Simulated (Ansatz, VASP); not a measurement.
## One calculation of SiB5, two programs

```xyz
6
Lattice="2.8857 0.0000 0.0000 -1.4428 2.4991 0.0000 0.0000 0.0000 6.8725" Properties=species:S:1:pos:R:3 pbc="T T T"
Si    0.0000    0.0000    0.4539
B     1.4428    0.8330    3.5381
B     0.0000    1.6660    4.3917
B     0.0000    0.0000    2.5888
B     1.4428    0.8330    1.8827
B     0.0000    1.6660    6.0441
```

Alike in both runs: functional PBE; k mesh 6 × 6 × 3; occupations gaussian, width 0.2 eV; no spin polarisation.

Ansatz relaxed the structure, and its values are those at the end. VASP's run is a single point on that final structure, the one shown.

|  | VASP | Ansatz |
| --- | --- | --- |
| version | VASP 6.6.1 | Ansatz 0.2.0 |
| potentials or method | VASP PAW PBE potentials, release 64 (Si, B), cutoff 500 eV | scalar-relativistic, plane waves, PAW |
| valence electrons in the cell | 19 | 19 |

```tsv
	VASP	Ansatz	Ansatz less VASP
gap on the k mesh at the Fermi level (eV)	none	none	-
pressure (GPa)	-0.3	-0.3	+0.02
rms of the force components (eV/Å)	0.010	0.012	+0.0019
```

A gap of «none» marks a metal or a gap that the smearing closes. The functional is the same, so the differences come from potentials, cutoffs and numerics.

The k mesh is coarse, so the values compare programs but aren't converged.
